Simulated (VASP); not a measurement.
# PbS in VASP: a series of runs

PbS is run at these levels: PBE; tasks: single point, relaxation of the atoms.

Program: VASP 6.6.1. These are calculated values, not measurements. Logs are shortened: lines on timing, memory, paths and dates and some standing lists are left out, and cuts for length are marked.

### 1 The cell of the first run

The typed cell holds 2 atoms: a = 4.194 Å, b = 4.194 Å, c = 4.194 Å, α = 60.00°, β = 60.00°, γ = 60.00°.

### 2 Single point, PBE

File INCAR:

```
SYSTEM = PbS
  PREC = Accurate
  ENCUT = 520
  EDIFF = 1E-6
  ISMEAR = 0
  SIGMA = 0.01
  LREAL = .False.
  LASPH = .True.
  NELM = 80
  ALGO = Normal
  ISIF = 2
  LWAVE = .False.
  LCHARG = .False.
  GGA = PE
  NBANDS = 17
```

File KPOINTS:

```
Automatic mesh
0
Gamma
  5 5 5
  0 0 0
```

File POSCAR:

```
PbS
1.0
    0.0000000000      2.9657500000      2.9657500000
    2.9657500000      0.0000000000      2.9657500000
    2.9657500000      2.9657500000      0.0000000000
Pb S
1 1
Direct
   -0.0023812484     -0.0097291730      0.0021379669
    0.4989027236      0.4886476597      0.5040770321
```

Potentials or basis: VASP PAW PBE potentials, release 64 (Pb_d, S).

Launch:

```
$ cat potpaw_PBE.64/Pb_d/POTCAR potpaw_PBE.64/S/POTCAR > POTCAR
$ mpirun -np 1 vasp_std > vasp.out
```

OUTCAR:

```text
SYSTEM = PbS
   PREC = Accurate
   ENCUT = 520
   EDIFF = 1E-6
   ISMEAR = 0
   LREAL = .False.
   LASPH = .True.
   NELM = 80
   ISIF = 2
   GGA = PE

 ion  position               nearest neighbor table
   1  0.998  0.990  0.002-   2 2.96   2 2.96   2 2.96   2 2.97   2 2.97   2 2.98
   2  0.499  0.489  0.504-   1 2.96   1 2.96   1 2.96   1 2.97   1 2.97   1 2.98

  LATTYP: Found a face centered cubic cell.
 ALAT       =     5.9315000000

  Lattice vectors:

 A1 = (   0.0000000000,   2.9657500000,   2.9657500000)
 A2 = (   2.9657500000,   0.0000000000,   2.9657500000)
 A3 = (   2.9657500000,   2.9657500000,   0.0000000000)

Analysis of symmetry for initial positions (statically):
=====================================================================
 Subroutine PRICEL returns:
 Original cell was already a primitive cell.

 Routine SETGRP: Setting up the symmetry group for a
 face centered cubic supercell.

 Subroutine GETGRP returns: Found  1 space group operations
 (whereof  1 operations were pure point group operations)
 out of a pool of 48 trial point group operations.

The static configuration has the point symmetry C_1 .

Analysis of symmetry for dynamics (positions and initial velocities):
=====================================================================
 Subroutine PRICEL returns:
 Original cell was already a primitive cell.

 Routine SETGRP: Setting up the symmetry group for a
 face centered cubic supercell.

 Subroutine GETGRP returns: Found  1 space group operations
 (whereof  1 operations were pure point group operations)
 out of a pool of 48 trial point group operations.

The dynamic configuration has the point symmetry C_1 .

 Subroutine INISYM returns: Found  1 space group operations
 (whereof  1 operations are pure point group operations),
 and found     1 'primitive' translations

----------------------------------------------------------------------------------------

                                     Primitive cell

  volume of cell :      52.1715

  direct lattice vectors                    reciprocal lattice vectors
     0.000000000  2.965750000  2.965750000    -0.168591419  0.168591419  0.168591419
     2.965750000  0.000000000  2.965750000     0.168591419 -0.168591419  0.168591419
     2.965750000  2.965750000  0.000000000     0.168591419  0.168591419 -0.168591419

  length of vectors
     4.194203873  4.194203873  4.194203873     0.292008903  0.292008903  0.292008903

  position of ions in fractional coordinates (direct lattice)
     0.997618752  0.990270827  0.002137967
     0.498902724  0.488647660  0.504077032

  ion indices of the primitive-cell ions
   primitive index   ion index
                 1           1
                 2           2

----------------------------------------------------------------------------------------

 KPOINTS: Automatic mesh

Automatic generation of k-mesh.
 Grid dimensions read from file:
 generate k-points for:    5    5    5

 Generating k-lattice:

  Cartesian coordinates                     Fractional coordinates (reciprocal lattice)
    -0.033718284  0.033718284  0.033718284     0.200000000  0.000000000  0.000000000
     0.033718284 -0.033718284  0.033718284     0.000000000  0.200000000  0.000000000
     0.033718284  0.033718284 -0.033718284     0.000000000  0.000000000  0.200000000

  Length of vectors
     0.058401781  0.058401781  0.058401781

  Shift w.r.t. Gamma in fractional coordinates (k-lattice)
     0.000000000  0.000000000  0.000000000

 Subroutine IBZKPT returns following result:
 ===========================================

 Found     63 irreducible k-points:

 Following reciprocal coordinates:
            Coordinates               Weight
  0.000000  0.000000  0.000000      1.000000
  0.200000  0.000000  0.000000      2.000000
  0.000000  0.200000  0.000000      2.000000
  0.000000  0.000000  0.200000      2.000000
  0.200000  0.200000  0.200000      2.000000
  0.400000  0.000000  0.000000      2.000000
[... 16 lines left out ...]
  0.200000  0.400000  0.400000      2.000000
  0.400000  0.000000  0.200000      2.000000
 [... further k-points ...]
   k-points           NKPTS =     63   k-points in BZ     NKDIM =     63   number of bands    NBANDS=     17
   number of dos      NEDOS =    301   number of ions     NIONS =      2
   total plane-waves  NPLWV =  32768
   dimension x,y,z NGX =    32 NGY =   32 NGZ =   32
   dimension x,y,z NGXF=    64 NGYF=   64 NGZF=   64
   ions per type =               1   1
   NGX,Y,Z   is equivalent  to a cutoff of  12.68, 12.68, 12.68 a.u.
   NGXF,Y,Z  is equivalent  to a cutoff of  25.37, 25.37, 25.37 a.u.
 SYSTEM =  PbS
   PREC   = accura    normal or accurate (medium, high low for compatibility)
   ISTART =      0    job   : 0-new  1-cont  2-samecut
   ICHARG =      2    charge: 1-file 2-atom 10-const
   ISPIN  =      1    spin polarized calculation?
   LNONCOLLINEAR =      F non collinear calculations
   LSORBIT =      F    spin-orbit coupling
   LASPH  =      T    aspherical Exc in radial PAW
   ENCUT  =  520.0 eV  38.22 Ry    6.18 a.u.   7.80  7.80  7.80*2*pi/ulx,y,z
   NELM   =     80;   NELMIN=  2; NELMDL= -5     # of ELM steps
   EDIFF  = 0.1E-05   stopping-criterion for ELM
   LREAL  =      F    real-space projection
   EDIFFG = 0.1E-04   stopping-criterion for IOM
   NSW    =      0    number of steps for IOM
   IBRION =     -1    ionic relax: 0-MD 1-quasi-New 2-CG
   NFREE  =      0    steps in history (QN), initial steepest desc. (CG)
   ISIF   =      2    stress and relaxation
   ISYM   =      2    0-nonsym 1-usesym 2-fastsym
   POTIM  = 0.5000    time-step for ionic-motion
   TEBEG  =    0.0;   TEEND  =   0.0 temperature during run
   PSTRESS=    0.0 pullay stress
   NELECT =      20.0000    total number of electrons
   NUPDOWN=      -1.0000    fix difference up-down
   EMIN   =  10.00;   EMAX   =-10.00  energy-range for DOS
   EFERMI =   0.00;   METHOD = LEGACY
   ISMEAR =     0;   SIGMA  =   0.01  broadening in eV -4-tet -1-fermi 0-gaus
   EFERMI_NEDOS =   21; number of points for ismear=-14 and -15
   IALGO  =     38    algorithm
   IMIX   =      4    mixing-type and parameters
     AMIX     =   0.40;   BMIX     =  1.00
     AMIX_MAG =   1.60;   BMIX_MAG =  1.00
  volume/ion in A,a.u.               =      26.09       176.04
  Fermi-wavevector in a.u.,A,eV,Ry     =   1.189251  2.247359 19.242973  1.414319
  Thomas-Fermi vector in A             =   2.325363
   LORBIT       =      0    0 simple, 1 ext, 2 COOP (PROOUT), +10 PAW based schemes
   GGA     = PE    functional components
   LHFCALC =     F    Hartree Fock is set to
   AEXX    =    0.0000 exact exchange contribution
   IVDW    =     0    specifies the selected vdW correction
   LEPSILON=     F    determine dielectric tensor
   LRPA    =     F    only Hartree local field effects (RPA)
 non-spin polarized calculation
 Gauss-broadening in eV      SIGMA  =   0.01
  energy-cutoff  :      520.00
  volume of cell :       52.17
 maximum number of plane-waves:      1422
   NGX = 15   NGY = 15   NGZ = 15

 number of electron      20.0000000 magnetization

 Free energy of the ion-electron system (eV)
  ---------------------------------------------------
  ext. energy  EPLUGINS =         0.00000000
  ---------------------------------------------------
  free energy    TOTEN  =        -8.76853962 eV

  energy without entropy =       -8.76853962  energy(sigma->0) =       -8.76853962

 E-fermi :   5.5356     XC(G=0):  -9.6869

 val. band max:        5.4157450594   @ k =   0.4000   0.0000   0.0000
 cond. band min:       6.7189184837   @ k =   0.4000   0.0000   0.0000
 fundamental gap:      1.3031734244
 Fermi energy:         5.5356089316

 k-point     1 :       0.0000    0.0000    0.0000
  band No.  band energies     occupation
      1     -11.0084      2.00000
      2     -11.0084      2.00000
      3     -11.0084      2.00000
      4     -10.9924      2.00000
      5     -10.9923      2.00000
      6      -7.7833      2.00000
[... 9 lines left out ...]
     16      12.5493      0.00000
     17      14.4748      0.00000

 k-point     2 :       0.2000    0.0000    0.0000
  band No.  band energies     occupation
      1     -11.0079      2.00000
      2     -11.0079      2.00000
      3     -11.0068      2.00000
      4     -10.9876      2.00000
      5     -10.9876      2.00000
      6      -7.4522      2.00000
[... 9 lines left out ...]
     16      13.3777      0.00000
     17      16.8889      0.00000

 k-point     3 :       0.0000    0.2000    0.0000
  band No.  band energies     occupation
      1     -11.0079      2.00000
      2     -11.0079      2.00000
      3     -11.0068      2.00000
      4     -10.9876      2.00000
      5     -10.9876      2.00000
      6      -7.4522      2.00000
[... 9 lines left out ...]
     16      13.3777      0.00000
     17      16.8838      0.00000

 k-point     4 :       0.0000    0.0000    0.2000
  band No.  band energies     occupation
      1     -11.0079      2.00000
      2     -11.0079      2.00000
      3     -11.0068      2.00000
      4     -10.9876      2.00000
      5     -10.9876      2.00000
      6      -7.4522      2.00000
[... 9 lines left out ...]
     16      13.3777      0.00000
     17      16.8904      0.00000

 k-point     5 :       0.2000    0.2000    0.2000
  band No.  band energies     occupation
      1     -11.0079      2.00000
      2     -11.0079      2.00000
      3     -11.0068      2.00000
      4     -10.9876      2.00000
      5     -10.9876      2.00000
      6      -7.4522      2.00000
[... 9 lines left out ...]
     16      13.3777      0.00000
     17      16.8852      0.00000

 k-point     6 :       0.4000    0.0000    0.0000
  band No.  band energies     occupation
      1     -11.0233      2.00000
      2     -11.0233      2.00000
      3     -11.0054      2.00000
      4     -10.9637      2.00000
      5     -10.9637      2.00000
      6      -6.7177      2.00000
[... 9 lines left out ...]
     16      15.2578      0.00000
     17      17.2793      0.00000

 k-point     7 :       0.0000    0.4000    0.0000
  band No.  band energies     occupation
      1     -11.0233      2.00000
      2     -11.0233      2.00000
      3     -11.0054      2.00000
      4     -10.9637      2.00000
      5     -10.9637      2.00000
      6      -6.7177      2.00000
[... 9 lines left out ...]
     16      15.2578      0.00000
     17      17.2793      0.00000

 k-point     8 :       0.0000    0.0000    0.4000
  band No.  band energies     occupation
      1     -11.0233      2.00000
      2     -11.0233      2.00000
      3     -11.0054      2.00000
      4     -10.9637      2.00000
      5     -10.9637      2.00000
      6      -6.7177      2.00000
[... 9 lines left out ...]
     16      15.2578      0.00000
     17      17.2794      0.00000
[... 203 lines left out ...]
      1     -11.0601      2.00000
      2     -11.0127      2.00000
      3     -10.9967      2.00000
      4     -10.9744      2.00000
      5     -10.9600      2.00000
      6      -6.6986      2.00000
[... 9 lines left out ...]
     16      16.2237      0.00000
     17      17.3210      0.00000

 k-point    20 :       0.4000    0.4000    0.2000
  band No.  band energies     occupation
      1     -11.0601      2.00000
      2     -11.0127      2.00000
      3     -10.9967      2.00000
      4     -10.9744      2.00000
      5     -10.9600      2.00000
      6      -6.6986      2.00000
[... 9 lines left out ...]
     16      16.2237      0.00000
     17      17.3211      0.00000

 k-point    21 :       0.0000    0.2000    0.4000
  band No.  band energies     occupation
      1     -11.0601      2.00000
      2     -11.0127      2.00000
      3     -10.9967      2.00000
      4     -10.9744      2.00000
      5     -10.9600      2.00000
      6      -6.6986      2.00000
[... 9 lines left out ...]
     16      16.2238      0.00000
     17      17.3242      0.00000

 k-point    22 :      -0.2000    0.2000   -0.2000
  band No.  band energies     occupation
      1     -11.0601      2.00000
      2     -11.0128      2.00000
      3     -10.9967      2.00000
      4     -10.9744      2.00000
      5     -10.9600      2.00000
      6      -6.6985      2.00000
[... 9 lines left out ...]
     16      16.2239      0.00000
     17      17.3214      0.00000

 k-point    23 :       0.2000    0.4000    0.4000
  band No.  band energies     occupation
      1     -11.0601      2.00000
      2     -11.0127      2.00000
      3     -10.9967      2.00000
      4     -10.9744      2.00000
      5     -10.9600      2.00000
      6      -6.6986      2.00000
[... 9 lines left out ...]
     16      16.2238      0.00000
     17      17.3226      0.00000

 k-point    24 :       0.4000    0.0000    0.2000
  band No.  band energies     occupation
      1     -11.0601      2.00000
      2     -11.0128      2.00000
      3     -10.9967      2.00000
      4     -10.9744      2.00000
      5     -10.9600      2.00000
      6      -6.6985      2.00000
[... 9 lines left out ...]
     16      16.2238      0.00000
     17      17.3292      0.00000

 [... further k-points ...]

------------------------ aborting loop because EDIFF is reached ----------------------------------------

  FORCE on cell =-STRESS in cart. coord.  units (eV):
  Direction    XX          YY          ZZ          XY          YZ          ZX
  --------------------------------------------------------------------------------------
  -------------------------------------------------------------------------------------
  Total        0.6343440      0.6355186      0.6343013      0.0000092     -0.0000091     -0.0001497
  in kB       19.4805774     19.5166484     19.4792647      0.0002828     -0.0002790     -0.0045988
  external PRESSURE =      19.4921635 kB  Pullay stress =       0.0000000 kB

 VOLUME and BASIS-vectors are now :
 -----------------------------------------------------------------------------
  energy-cutoff  :      520.00
  volume of cell :       52.17
      direct lattice vectors                 reciprocal lattice vectors
     0.000000000  2.965750000  2.965750000    -0.168591419  0.168591419  0.168591419
     2.965750000  0.000000000  2.965750000     0.168591419 -0.168591419  0.168591419
     2.965750000  2.965750000  0.000000000     0.168591419  0.168591419 -0.168591419

 POSITION                                       TOTAL-FORCE (eV/Angst)
 -----------------------------------------------------------------------------------
      2.94324      2.96503      5.89558         0.000457      0.004490     -0.000430
      2.94417      2.97459      2.92883        -0.000457     -0.004490      0.000430
 -----------------------------------------------------------------------------------
    total drift:                                0.000150     -0.000026      0.000049

  FREE ENERGIE OF THE ION-ELECTRON SYSTEM (eV)
  ---------------------------------------------------
  free  energy   TOTEN  =        -8.7685396169 eV

  energy  without entropy=       -8.7685396169  energy(sigma->0) =       -8.76853962
```

Run time: 50 s. Hardware: 1 thread of AMD EPYC 7R13 (Zen 3), shared host; peak memory 0.17 GiB.

Results:

| Item | Value |
| --- | --- |
| Free energy | -8.7685 eV |
| Pressure | 1.9 GPa |
| Largest force | 0.005 eV/Å |
| Band gap on the k mesh | 1.30 eV |

Forces on the atoms (eV/Å):
```
Pb   0.000  0.004  0.000
S    0.000 -0.004  0.000
```

Caveat: spin-orbit coupling is left out, which moves the levels of the heavy elements.

(Continued in part 2 of 2.)
